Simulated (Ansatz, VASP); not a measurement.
## Two plane-wave programs on Re

```
Re
1.0
     4.45420    0.00000    0.00000
    -2.22710    3.85745    0.00000
     0.00000    0.00000    2.78840
Re
3
Cartesian
  -2.2271 3.8574 2.7884
  0.0000 2.5716 1.3942
  2.2271 1.2858 1.3942
```

Alike in both runs: task single point; functional PBEsol; k mesh 10 × 10 × 13; occupations fermi-dirac, width 0.1 eV; no spin polarisation.

```csv
,VASP,Ansatz
version,VASP 6.6.1,Ansatz 0.2.0
potentials or method,"VASP PAW PBE potentials, release 64 (Re), cutoff 520 eV","plane waves (420 eV) with PAW, scalar-relativistic"
valence electrons in the cell,21,45
```

Ansatz gave:

| Quantity | Value |
| --- | --- |
| pressure (GPa) | -24.2 |
| traceless stress, the component that is largest in VASP (GPa) | 1.58 |

Q: Estimate VASP's values.

A: Pressure (GPa): -24.9; traceless stress, the component that is largest in VASP (GPa): 1.97.

VASP's potentials were made for PBE, not for PBEsol, and Ansatz warns of the same on its side. VASP's potentials hold 21 valence electrons a cell and Ansatz's 45, so a difference there can come from the potentials and not from the codes.

Spin-orbit coupling is off throughout.
